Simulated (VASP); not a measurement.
Here is a VASP 6.6.1 calculation.

INCAR

```
PREC = Accurate ; ENCUT = 500
EDIFF = 1E-6 ; ISMEAR = -1
SIGMA = 0.15 ; LREAL = False
LASPH = True ; NELM = 120
ALGO = Normal ; ISIF = 2
LWAVE = False ; LCHARG = False
GGA = PS ; NBANDS = 10
GGA_COMPAT = False
```

KPOINTS

```
Automatic mesh
0
Gamma
  7 7 4
  0 0 0.5
```

Contents of POSCAR:

```
Al
1.0
    2.8124553500      0.0000000000      0.0000000000
   -1.4062276750      2.4356577801      0.0000000000
    0.0000000000      0.0000000000      4.8668500000
Al
2
Direct
    0.6666666667      0.3333333333      0.7500000000
    0.3333333333      0.6666666667      0.2500000000
```

Potentials or basis: VASP PAW PBE potentials, release 64 (Al).

Launch:

```sh
$ cat potpaw_PBE.64/Al/POTCAR > POTCAR
$ mpirun -np 1 vasp_std > vasp.out
```

(1) Estimate the band gap on the k mesh.

(2) What does it give for the pressure?

## Answers

(1) zero (bands 3 and 4 overlap by 3.82 eV).

(2) -1.3 GPa.

Caveat: the k points lie up to 0.37 Å⁻¹ apart, too coarse for converged energies and pressures of a metal; the PAW data sets were made with another functional, which shifts forces and pressure a little.
